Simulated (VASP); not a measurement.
Here is a VASP 6.6.1 calculation.

File INCAR:

```
ALGO     = Normal         # electronic algorithm
EDIFF    = 1E-7           # SCF threshold, eV
ENCUT    = 520            # plane-wave cutoff, eV
ISIF     = 2              # what is computed and relaxed
ISMEAR   = 0              # smearing method
LASPH    = True           # aspherical terms in the spheres
LCHARG   = True           # write CHGCAR
LELF     = True           # ELF
LREAL    = False          # projectors in reciprocal space
LVHAR    = True         
LWAVE    = False          # write WAVECAR
NBANDS   = 14             # bands
NELM     = 100            # most SCF steps
PREC     = Accurate       # precision mode
SIGMA    = 0.15           # smearing width, eV
```

The input KPOINTS:

```
k-points
0
Gamma
  18 18 18
```

Contents of POSCAR:

```
HfN
1.0
    0.0000000000      2.3233347065      2.2339756793
    2.3233347065      0.0000000000      2.2339756793
    2.3233347065      2.3233347065      0.0000000000
Hf N
1 1
Direct
   -0.0015807754      0.0015807754      0.0015807754
    0.5201434601      0.4798565399      0.4798565399
```

Potentials or basis: VASP PAW LDA potentials, release 64 (Hf_pv, N).

Run with:

```bash
$ cat potpaw_LDA.64/Hf_pv/POTCAR potpaw_LDA.64/N/POTCAR > POTCAR
$ mpirun -np 1 vasp_std > vasp.out
```

Question: Predict the pressure.

Answer: -19.3 GPa.

Question: What does it give for the largest force?

Answer: 0.797 eV/Å.

Forces in eV/Å, atoms in the order of the input:
```
Hf  -0.797  0.000  0.000
N    0.797  0.000  0.000
```
